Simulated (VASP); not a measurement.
A run of VASP 6.6.1:

Contents of INCAR:

```
ALGO = Normal ; EDIFF = 1E-6
ENCUT = 520 ; GGA = PS
ISIF = 2 ; ISMEAR = -1
LASPH = T ; LCHARG = F
LREAL = F ; LWAVE = F
NBANDS = 15 ; NELM = 100
PREC = Accurate ; SIGMA = 0.05
```

Contents of KPOINTS:

```
k-points
0
Gamma
  10 10 10
```

Contents of POSCAR:

```
LaAs
1.0
    0.0000000000      3.0755000000      3.0755000000
    3.0755000000      0.0000000000      3.0755000000
    3.0755000000      3.0755000000      0.0000000000
La As
1 1
Direct
    0.5000000000      0.5000000000      0.5000000000
    0.0000000000      0.0000000000      0.0000000000
```

Potentials or basis: VASP PAW PBE potentials, release 64 (La, As).

Run with:

```bash
$ cat potpaw_PBE.64/La/POTCAR potpaw_PBE.64/As/POTCAR > POTCAR
$ mpirun -np 1 vasp_std > vasp.out
```

Hardware: 1 thread of Intel(R) Xeon(R) Platinum 8259CL CPU @ 2.50GHz (Skylake/Cascade Lake), on a shared host.

Question: Estimate the wall time of this run.

Answer: Run time: 42 s on 1 thread of Intel(R) Xeon(R) Platinum 8259CL CPU @ 2.50GHz (Skylake/Cascade Lake) (shared host), peak memory 0.21 GiB. Counts: scf iterations 15, k points 47.
